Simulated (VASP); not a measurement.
Li:

```
CELL_PARAMETERS angstrom
-1.75465 1.75465 1.75465
1.75465 -1.75465 1.75465
1.75465 1.75465 -1.75465
ATOMIC_POSITIONS crystal
Li 0.00000 0.00000 0.00000
```

* Program: VASP 6.6.1
* Task: relaxation of cell and atoms
* Functional: PBE
* Dispersion: D4
* Potentials or basis: VASP PAW PBE potentials, release 64 (Li_sv)
* Cutoff: 600 eV
* k mesh: 11 × 11 × 11
* Occupations: fermi-dirac, width 0.05 eV
* Spin: no spin polarisation

At the start: pressure -1.0 GPa; volume 21.61 Å³/atom.

Q: Where does the relaxation end?

A: Over 5 steps the energy falls by 6.4 meV/atom and the volume is 19.82 Å³/atom (-8.3 %); space group Im-3m (No. 229, to 0.05 Å).

Step by step:
```
step  energy change (eV)  largest force (eV/Å)  pressure (GPa)  volume (Å³)
   1              0.0000                0.0000           -1.04        21.61
   2             -0.0026                0.0000           -0.83        21.17
   3             -0.0059                0.0000           -0.32        20.26
   4             -0.0025                0.0000            1.05        18.53
   5             -0.0064                0.0000           -0.03        19.82
```

Final structure:
```
CELL_PARAMETERS angstrom
-1.70487 1.70487 1.70487
1.70487 -1.70487 1.70487
1.70487 1.70487 -1.70487
ATOMIC_POSITIONS crystal
Li 0.00000 0.00000 0.00000
```

The cell as given is a measured one (21.61 Å³/atom); PBE+D4 puts the equilibrium volume -8.3 % from it, thermal expansion not counted.

Caveat: the cutoff is under 1.25 times the usual one of these potentials, so pressure, stress and relaxed cells hold a basis-set (Pulay) error; pairwise dispersion overbinds metals, which lowers pressure and volume.
